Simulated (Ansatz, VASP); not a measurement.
Bi in VASP and in Ansatz

```
Bi
1.0
     3.24759    0.00000    0.00000
    -1.62380    2.81250    0.00000
     0.00000    0.00000    5.27581
Bi
2
Direct
  0.33333 0.66667 0.25000
  0.66667 0.33333 0.75000
```

Change from the starting cell: volume scaled by 0.76, PAW files.

Alike in both runs: task single point; functional PBE; k mesh 14 × 14 × 8; occupations fermi-dirac, width 0.05 eV; no spin polarisation.

|  | VASP | Ansatz |
| --- | --- | --- |
| version | VASP 6.6.1 | Ansatz 0.2.0 |
| potentials or method | VASP PAW PBE potentials, release 64 (Bi_d) | PAW with Ansatz's default frozen-core files, scalar-relativistic |
| plane-wave cutoff (eV) | 520 | 420 |
| valence electrons in the cell | 30 | 30 |

|  | VASP | Ansatz | Ansatz less VASP |
| --- | --- | --- | --- |
| pressure (GPa) | 26.8 | 26.9 | +0.07 |

With one functional, cell and mesh, what is left measures potentials, basis and numerics.

Spin-orbit coupling is off throughout.
